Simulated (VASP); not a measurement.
A run of VASP 6.6.1 is set up as follows.

File POSCAR:

```
Rb
1.0
   -2.9545118615      2.9545118615      2.7308451955
    2.9545118615     -2.9545118615      2.7308451955
    2.9545118615      2.9545118615     -2.7308451955
Rb
1
Direct
    0.0000000000      0.0000000000      0.0000000000
```

The input INCAR.step1:

```
SYSTEM = Rb
ALGO = Normal
EDIFF = 1E-5
ENCUT = 520
GGA = PE
ISIF = 2
ISMEAR = 0
LASPH = .TRUE.
LCHARG = .FALSE.
LREAL = .FALSE.
LWAVE = .TRUE.
NBANDS = 10
NELM = 80
PREC = Accurate
SIGMA = 0.05
```

INCAR.step2

```
SYSTEM = Rb
AEXX = 0.1
ALGO = Normal
EDIFF = 1E-6
ENCUT = 520
ISIF = 2
ISMEAR = 0
ISTART = 1
IVDW = 12
LASPH = .TRUE.
LCHARG = .FALSE.
LHFCALC = .TRUE.
LMIXTAU = .TRUE.
LREAL = .FALSE.
LWAVE = .FALSE.
METAGGA = R2SCAN
NBANDS = 10
NELM = 80
PREC = Accurate
PRECFOCK = Normal
SIGMA = 0.05
VDW_A1 = 0.4709
VDW_A2 = 5.9157
VDW_S6 = 1.0
VDW_S8 = 1.1236
```

File KPOINTS:

```
k-points
0
G
  5 5 5
  0 0 0
```

Potentials or basis: VASP PAW PBE potentials, release 64 (Rb_sv).

Command:

```console
$ cat potpaw_PBE.64/Rb_sv/POTCAR > POTCAR
$ cp INCAR.step1 INCAR
$ mpirun -np 1 vasp_std > vasp.out
$ cp INCAR.step2 INCAR
$ mpirun -np 1 vasp_std > vasp.out
```

(1) Predict the band gap on the k mesh.

(2) Estimate the pressure.

(3) Estimate the dispersion energy per atom.

Results:

(1) zero (an odd number of electrons rules out a gap without spin polarisation).

(2) -0.1 GPa.

(3) -0.057 eV.

Caveat: the PAW data sets were made with another functional, which shifts forces and pressure a little.
